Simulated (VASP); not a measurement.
Write the native input for VASP 6.6.1 that does the following.

- Task: single point
- Functional: PBE
- Potentials or basis: VASP PAW PBE potentials, release 64 (Co, Si)
- Cutoff: 520 eV
- k mesh: 12 × 12 × 12
- Occupations: gaussian, width 0.15 eV
- Spin: no spin polarisation
- Dipole correction: no
- Further INCAR settings: ALGO = Normal; EDIFF = 1e-06; NBANDS = 16

The structure of CoSi2 lies in POSCAR:

```
CoSi2
1.0
    0.0000000000      2.7427584909      2.5550121360
    2.7427584909      0.0000000000      2.5550121360
    2.7427584909      2.7427584909      0.0000000000
Co Si
1 2
Direct
    0.0000000000      0.0000000000      0.0000000000
    0.2347024993      0.2347024993      0.2652975007
    0.7652975007      0.7652975007      0.7347024993
```

This cell differs from its parent crystal: mode 6 frozen in at -0.082 Å, strain +e along z and -e/2 along x and y -0.0467.

One way to write it, as run:

INCAR

```
PREC = Accurate ; ENCUT = 520
EDIFF = 1E-6 ; ISMEAR = 0
SIGMA = 0.15 ; LREAL = False
LASPH = True ; NELM = 100
ALGO = Normal ; ISIF = 2
LWAVE = False ; LCHARG = True
GGA = PE ; LELF = True
LVHAR = True ; NBANDS = 16
```

KPOINTS

```
Automatic mesh
0
Gamma
  12 12 12
```

Potentials or basis: VASP PAW PBE potentials, release 64 (Co, Si).

Run with:

```console
$ cat potpaw_PBE.64/Co/POTCAR potpaw_PBE.64/Si/POTCAR > POTCAR
$ mpirun -np 1 vasp_std > vasp.out
```

It gave:

```json
{
 "Pressure": "1.7 GPa",
 "Largest force": "1.275 eV/Å"
}
```

Caveat: the cell differs from its parent crystal (mode 6 frozen in at -0.082 Å, strain +e along z and -e/2 along x and y -0.0467); forces of over 1 eV/Å act on the atoms, so gaps and moduli don't describe the material at rest.

It took 77 s on 1 thread of Intel(R) Xeon(R) 6975P-C (Granite Rapids) (shared host), peak memory 0.28 GiB.
